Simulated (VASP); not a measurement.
# Bi (Pm-3m) in VASP: a series of runs, part 2 of 2

VASP 6.6.1. The steps go on from the part before.

## Step 3: Relaxation of cell and atoms, r2SCAN

This run uses another cell than the first one, of 35.94 Å³/atom, 1.042 times its volume.

POSCAR reads:

```
Bi
1.0
    3.3001773526      0.0000000000      0.0000000000
    0.0000000000      3.3001773526      0.0000000000
    0.0000000000      0.0000000000      3.3001773526
Bi
1
Direct
    0.0000000000      0.0000000000      0.0000000000
```

INCAR.step1 reads:

```
PREC = Accurate
ENCUT = 550
ISMEAR = 0
SIGMA = 0.1
LREAL = False
LASPH = True
NELM = 120
GGA = PE
ALGO = Normal
EDIFF = 1E-5
LWAVE = True
LCHARG = False
GGA_COMPAT = False
IBRION = 2
ISIF = 3
EDIFFG = -0.005
NELMIN = 4
NSW = 100
```

INCAR.step2 reads:

```
PREC = Accurate
ENCUT = 550
EDIFF = 1E-7
ISMEAR = 0
SIGMA = 0.1
LREAL = False
LASPH = True
NELM = 120
ALGO = Normal
ISIF = 3
LWAVE = False
LCHARG = False
METAGGA = R2SCAN
LMIXTAU = True
IBRION = 2
NSW = 100
EDIFFG = -0.01
ISTART = 1
GGA_COMPAT = False
NELMIN = 4
```

KPOINTS reads:

```
regular mesh
0
Gamma
  12 12 12
```

Potentials or basis: VASP PAW PBE potentials, release 64 (Bi_d).

The run is started by

```bash
$ cat potpaw_PBE.64/Bi_d/POTCAR > POTCAR
$ cp INCAR.step1 INCAR
$ mpirun -np 1 vasp_std > vasp.out
$ cp INCAR.step2 INCAR
$ mpirun -np 1 vasp_std > vasp.out
```

OUTCAR:

```text
PREC = Accurate
   ENCUT = 550
   EDIFF = 1E-7
   ISMEAR = 0
   LREAL = False
   LASPH = True
   NELM = 120
   ISIF = 3
   METAGGA = R2SCAN
   IBRION = 2
   NSW = 100
   EDIFFG = -0.01
   ISTART = 1
   NELMIN = 4

 ion  position               nearest neighbor table
   1  0.000  0.000  0.000-

  LATTYP: Found a simple cubic cell.
 ALAT       =     3.3001773526

  Lattice vectors:

 A1 = (   3.3001773526,   0.0000000000,   0.0000000000)
 A2 = (   0.0000000000,   3.3001773526,   0.0000000000)
 A3 = (   0.0000000000,   0.0000000000,   3.3001773526)

Analysis of symmetry for initial positions (statically):
=====================================================================
 Subroutine PRICEL returns:
 Original cell was already a primitive cell.

 Routine SETGRP: Setting up the symmetry group for a
 simple cubic supercell.

 Subroutine GETGRP returns: Found 48 space group operations
 (whereof 48 operations were pure point group operations)
 out of a pool of 48 trial point group operations.

The static configuration has the point symmetry O_h .

Analysis of symmetry for dynamics (positions and initial velocities):
=====================================================================
 Subroutine PRICEL returns:
 Original cell was already a primitive cell.

 Routine SETGRP: Setting up the symmetry group for a
 simple cubic supercell.

 Subroutine GETGRP returns: Found 48 space group operations
 (whereof 48 operations were pure point group operations)
 out of a pool of 48 trial point group operations.

The dynamic configuration has the point symmetry O_h .

 Subroutine INISYM returns: Found 48 space group operations
 (whereof 48 operations are pure point group operations),
 and found     1 'primitive' translations

----------------------------------------------------------------------------------------

                                     Primitive cell

  volume of cell :      35.9428

[... 120 lines left out ...]
  energy-cutoff  :      550.00
  volume of cell :       35.94
 maximum number of plane-waves:      1074
 NGX is ok and might be reduce to    28
   NGX = 13   NGY = 13   NGZ = 13

--------------------------------------- Ionic step        1  -------------------------------------------

 number of electron      15.0000005 magnetization

 Free energy of the ion-electron system (eV)
  ---------------------------------------------------
  ext. energy  EPLUGINS =         0.00000000
  ---------------------------------------------------
  free energy    TOTEN  =       -58.41877086 eV

  energy without entropy =      -58.41570773  energy(sigma->0) =      -58.41723929

------------------------ aborting loop because EDIFF is reached ----------------------------------------

  FORCE on cell =-STRESS in cart. coord.  units (eV):
  Direction    XX          YY          ZZ          XY          YZ          ZX
  --------------------------------------------------------------------------------------
  -------------------------------------------------------------------------------------
  Total       -0.4350062     -0.4350062     -0.4350062     -0.0000000     -0.0000000      0.0000000
  in kB      -19.3907305    -19.3907305    -19.3907305     -0.0000000     -0.0000000      0.0000000
  external PRESSURE =     -19.3907305 kB  Pullay stress =       0.0000000 kB
[... 57 lines left out ...]
--------------------------------------- Ionic step        3  -------------------------------------------

 number of electron      14.9999996 magnetization

 Free energy of the ion-electron system (eV)
  ---------------------------------------------------
  ext. energy  EPLUGINS =         0.00000000
  ---------------------------------------------------
  free energy    TOTEN  =       -58.42795685 eV

  energy without entropy =      -58.42503584  energy(sigma->0) =      -58.42649635

 E-fermi :   6.4992     XC(G=0): -10.3654

 val. band max:        6.4052688065   @ k =   0.4167   0.2500   0.0000
 cond. band min:       6.5016991629   @ k =   0.4167   0.2500   0.0833
 fundamental gap:      0.0964303564
 Fermi energy:         6.4991644152

 k-point     1 :       0.0000    0.0000    0.0000
  band No.  band energies     occupation
      1     -17.2098      2.00000
      2     -17.2098      2.00000
      3     -16.8569      2.00000
      4     -16.8569      2.00000
      5     -16.8569      2.00000
      6      -7.2312      2.00000
      7       9.7455      0.00000
      8       9.7455      0.00000
      9       9.7455      0.00000
     10      13.4678      0.00000
     11      14.6836      0.00000
[... 309 lines left out ...]
 k-point    24 :       0.4167    0.3333    0.0000
  band No.  band energies     occupation
      1     -17.0797      2.00000
      2     -17.0279      2.00000
      3     -16.9347      2.00000
      4     -16.9168      2.00000
      5     -16.8084      2.00000
      6      -4.1503      2.00000
      7       3.0016      2.00000
      8       4.6773      2.00000
      9      11.2724      0.00000
     10      12.9404      0.00000
     11      17.5083      0.00000

 [... further k-points ...]
[... 5 lines left out ...]
  --------------------------------------------------------------------------------------
  -------------------------------------------------------------------------------------
  Total        0.0005112      0.0005112      0.0005112      0.0000000      0.0000000     -0.0000000
  in kB        0.0237509      0.0237509      0.0237509      0.0000000      0.0000000     -0.0000000
  external PRESSURE =       0.0237509 kB  Pullay stress =       0.0000000 kB
[... 16 lines left out ...]
  FREE ENERGIE OF THE ION-ELECTRON SYSTEM (eV)
  ---------------------------------------------------
  free  energy   TOTEN  =       -58.4279568548 eV

  energy  without entropy=      -58.4250358424  energy(sigma->0) =      -58.42649635

 reached required accuracy - stopping structural energy minimisation
```

OSZICAR.step1:

```text
N       E                     dE             d eps       ncg     rms          rms(c)
DAV:   1     0.106025463293E+03    0.10603E+03   -0.83021E+03  1848   0.156E+03
DAV:   2     0.211684653452E+01   -0.10391E+03   -0.10170E+03  1875   0.359E+02
DAV:   3    -0.367512788966E+01   -0.57920E+01   -0.56928E+01  2191   0.932E+01
DAV:   4    -0.382695990448E+01   -0.15183E+00   -0.15171E+00  2144   0.161E+01
[... 269 lines left out ...]
       N       E                     dE             d eps       ncg     rms          rms(c)
DAV:   1    -0.384681105228E+01   -0.89931E-02   -0.25676E-01  2145   0.103E+01    0.507E-01
DAV:   2    -0.383878388152E+01    0.80272E-02   -0.14009E-02  2124   0.241E+00    0.205E-01
DAV:   3    -0.383732054603E+01    0.14633E-02   -0.62337E-03  2764   0.148E+00    0.210E-02
DAV:   4    -0.383731915502E+01    0.13910E-05   -0.79364E-05  1917   0.112E-01
  42 F= -.38373192E+01 E0= -.38356972E+01  d E =0.526524E-03
```

It took 5.7 min on 1 thread of Intel Xeon 6975P-C (Granite Rapids), shared host; peak memory 0.19 GiB.

What came out:

```
Free energy                            : -58.4280 eV
Relaxed volume                         : 34.49 Å³/atom
Relaxed cell                           : a = 3.255 Å, b = 3.255 Å, c = 3.255 Å, α = 90.00°, β = 90.00°, γ = 90.00°
Space group after relaxing (to 0.05 Å) : Pm-3m (No. 221)
Energy gained by relaxing              : 9.2 meV/atom
Ionic steps                            : 3
Pressure after relaxing                : 0.0 GPa
```

The path:
```csv
step,energy change (eV),largest force (eV/Å),pressure (GPa),volume (Å³)
1,0.0000,0.0000,-1.94,35.94
2,-0.0064,0.0000,1.21,33.73
3,-0.0092,0.0000,0.00,34.49
```

Final structure:
```
Bi
1.0
     3.25497    0.00000    0.00000
     0.00000    3.25497    0.00000
     0.00000    0.00000    3.25497
Bi
1
Direct
  0.00000 0.00000 0.00000
```

Caveat: the PAW data sets were made with another functional, which shifts forces and pressure a little; spin-orbit coupling is left out, which moves the levels of the heavy elements.
